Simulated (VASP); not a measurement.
The system is Cl.

```
CELL_PARAMETERS angstrom
3.51924 0.00000 0.00000
-1.75962 3.04776 0.00000
0.00000 0.00000 11.35026
ATOMIC_POSITIONS crystal
Cl 0.00000 0.00000 0.00000
Cl 0.00000 0.00000 0.50000
Cl 0.33333 0.66667 0.75000
Cl 0.66667 0.33333 0.25000
```

* Program: VASP 6.6.1
* Task: relaxation of cell and atoms
* Functional: PBEsol
* Potentials or basis: VASP PAW PBE potentials, release 64 (Cl)
* Cutoff: 500 eV
* k mesh: 6 × 6 × 2
* Occupations: gaussian, width 0.1 eV
* Spin: no spin polarisation

At the start: pressure -5.7 GPa; volume 30.44 Å³/atom.

Task: Where does the relaxation end?

Result: Over 32 steps the energy falls by 528.5 meV/atom and the volume is 20.76 Å³/atom (-31.8 %); space group P6_3/mmc (No. 194, to 0.1 Å) before and after.

The path:
| step | energy change (eV) | largest force (eV/Å) | pressure (GPa) | volume (Å³) |
| --- | --- | --- | --- | --- |
| 1 | 0.0000 | 0.0000 | -5.66 | 121.74 |
| 2 | -0.6633 | 0.0000 | -5.93 | 103.76 |
| 3 | -0.6042 | 0.0000 | 19.12 | 60.57 |
| 4 | -1.2183 | 0.0000 | -4.02 | 86.98 |
| 5 | -1.3191 | 0.0000 | 3.44 | 71.91 |
| 6 | -1.3643 | 0.0000 | -0.63 | 77.88 |
| 7 | -1.3667 | 0.0000 | -0.05 | 76.83 |
| 8 | -1.3660 | 0.0000 | 0.41 | 76.07 |
| 9 | -1.3719 | 0.0000 | 0.00 | 76.80 |
| 10 | -1.4058 | 0.0000 | -1.10 | 78.97 |
| 11 | -1.5319 | 0.0000 | -2.95 | 83.26 |
| 12 | -1.7207 | 0.0000 | -4.70 | 91.53 |
| 13 | -1.6522 | 0.0000 | -5.30 | 106.30 |
| 14 | -1.7695 | 0.0000 | -5.06 | 95.17 |
| 15 | -1.7624 | 0.0000 | -5.00 | 94.30 |
| 16 | -1.7629 | 0.0000 | -5.00 | 94.35 |
| 17 | -1.7642 | 0.0000 | -5.02 | 94.51 |
| 18 | -1.7667 | 0.0000 | -5.04 | 94.82 |
| 19 | -1.7706 | 0.0000 | -5.09 | 95.45 |
| 20 | -1.7743 | 0.0000 | -5.16 | 96.70 |
| 21 | -1.7792 | 0.0000 | -5.13 | 96.57 |
| 22 | -1.7938 | 0.0000 | -5.06 | 96.20 |
| 23 | -1.8222 | 0.0000 | -4.90 | 95.45 |
| 24 | -1.8761 | 0.0000 | -4.56 | 93.97 |
| 25 | -1.9703 | 0.0000 | -3.76 | 91.05 |
| 26 | -2.0920 | 0.0000 | -1.50 | 85.36 |
| 27 | -1.9373 | 0.0000 | 6.98 | 74.62 |
| 28 | -2.1105 | 0.0000 | -0.14 | 82.90 |
| 29 | -2.1111 | 0.0000 | 0.18 | 82.40 |
| 30 | -2.1115 | 0.0000 | 0.18 | 82.46 |
| 31 | -2.1126 | 0.0000 | 0.13 | 82.65 |
| 32 | -2.1142 | 0.0000 | 0.06 | 83.03 |

Final structure:
```
CELL_PARAMETERS angstrom
3.55025 0.00000 0.00000
-1.77513 3.07461 0.00000
0.00000 0.00000 7.60644
ATOMIC_POSITIONS crystal
Cl 0.00000 0.00000 0.00000
Cl 0.00000 0.00000 0.50000
Cl 0.33333 0.66667 0.75000
Cl 0.66667 0.33333 0.25000
```

Caveat: the volume moved by over 15 % at a fixed basis, so the end points are rough; the PAW data sets were made with another functional, which shifts forces and pressure a little.
